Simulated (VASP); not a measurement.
A run of VASP 6.6.1:

File INCAR:

```
SYSTEM = Zn3F
  ALGO = Normal
  EDIFF = 1E-6
  ENCUT = 600
  GGA = PE
  GGA_COMPAT = .False.
  ISIF = 2
  ISMEAR = 0
  ISPIN = 2
  LASPH = .True.
  LCHARG = .True.
  LELF = .True.
  LORBIT = 11
  LREAL = .False.
  LVHAR = .True.
  LWAVE = .False.
  MAGMOM = 0 0 0 1
  NBANDS = 34
  NELM = 200
  PREC = Accurate
  SIGMA = 0.1
```

KPOINTS

```
k-points
0
Gamma
  6 6 6
  0 0 0
```

File POSCAR:

```
Zn3F
1.0
   -1.9478538400      1.9478538400      3.9019184700
    1.9478538400     -1.9478538400      3.9019184700
    1.9478538400      1.9478538400     -3.9019184700
Zn F
3 1
Direct
    0.5000000000      0.5000000000      0.0000000000
    0.7500000000      0.2500000000      0.5000000000
    0.2500000000      0.7500000000      0.5000000000
    0.0000000000      0.0000000000      0.0000000000
```

Potentials or basis: VASP PAW PBE potentials, release 64 (Zn, F).

Command:

```console
$ cat potpaw_PBE.64/Zn/POTCAR potpaw_PBE.64/F/POTCAR > POTCAR
$ mpirun -np 1 vasp_std > vasp.out
```

Hardware: 1 thread of AMD EPYC 7R13 (shared host).

Problem. Estimate the wall time of this run.

Solution. Run time: 6.5 min on 1 thread of AMD EPYC 7R13, on a shared host, peak memory 0.3 GiB. Counts: scf iterations 14, k points 30.
